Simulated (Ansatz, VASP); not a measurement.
# Cd27Te26: VASP beside Ansatz

```
CELL_PARAMETERS angstrom
0.00000 9.61500 9.61500
9.61500 0.00000 9.61500
9.61500 9.61500 0.00000
ATOMIC_POSITIONS crystal
Cd 0.01972 0.01955 0.01960
Cd 0.01920 0.01900 0.27609
Cd 0.00139 0.00150 0.66539
Cd 0.01945 0.27528 0.01938
Cd 0.00332 0.33107 0.33101
Cd 0.00337 0.33095 0.66799
Cd 0.00145 0.66513 0.00172
Cd 0.00335 0.66794 0.33100
Cd 0.00135 0.66526 0.66536
Cd 0.27296 0.02010 0.02019
Cd 0.33111 0.00341 0.33082
Cd 0.33103 0.00348 0.66802
Cd 0.33105 0.33077 0.00358
Cd 0.33344 0.33328 0.33332
Cd 0.33110 0.33082 0.66805
Cd 0.33099 0.66799 0.00357
Cd 0.33114 0.66798 0.33085
Cd 0.33548 0.66594 0.66605
Cd 0.66483 0.00163 0.00179
Cd 0.66805 0.00337 0.33094
Cd 0.66491 0.00153 0.66546
Cd 0.66805 0.33085 0.00350
Cd 0.66804 0.33102 0.33098
Cd 0.66583 0.33557 0.66606
Cd 0.66485 0.66525 0.00176
Cd 0.66584 0.66597 0.33565
Cd 0.66583 0.66594 0.66606
Te 0.07976 0.07976 0.40971
Te 0.07970 0.07966 0.76458
Te 0.07978 0.40948 0.07980
Te 0.08268 0.41687 0.41692
Te 0.07971 0.40958 0.76438
Te 0.07969 0.76454 0.07975
Te 0.07981 0.76407 0.40972
Te 0.08378 0.74983 0.75003
Te 0.40913 0.07957 0.07963
Te 0.41697 0.08255 0.41692
Te 0.40920 0.07954 0.76507
Te 0.41698 0.41690 0.08260
Te 0.41697 0.41687 0.41695
Te 0.41540 0.41550 0.75130
Te 0.40915 0.76501 0.07963
Te 0.41541 0.75117 0.41561
Te 0.41539 0.75122 0.75130
Te 0.76469 0.07960 0.07971
Te 0.76423 0.07973 0.40972
Te 0.74969 0.08387 0.75005
Te 0.76445 0.40950 0.07972
Te 0.75113 0.41551 0.41561
Te 0.75116 0.41549 0.75126
Te 0.74973 0.74989 0.08396
Te 0.75114 0.75115 0.41560
Te 0.74967 0.74983 0.75003
```

Alike in both runs: task single point; functional PBE; k mesh 1 × 1 × 1; occupations gaussian, width 0.05 eV; collinear spin.

|  | VASP | Ansatz |
| --- | --- | --- |
| version | VASP 6.6.1 | Ansatz 0.2.0 |
| potentials or method | VASP PAW PBE potentials, release 64 (Cd, Te), cutoff 400 eV | scalar-relativistic, plane waves, PAW |
| valence electrons in the cell | 480 | 956 |

```csv
,VASP,Ansatz,Ansatz less VASP
gap on the k mesh at the Fermi level (eV),1.16,1.16,+0.003
rms of the force components (eV/Å),0.007,0.004,-0.0030
```

Atom by atom the forces differ by 0.004 eV/Å (rms over components). VASP's potentials hold 480 valence electrons a cell and Ansatz's 956, so a difference there can come from the potentials and not from the codes. Ansatz's warnings: stability check not made.

Spin-orbit coupling is off throughout.
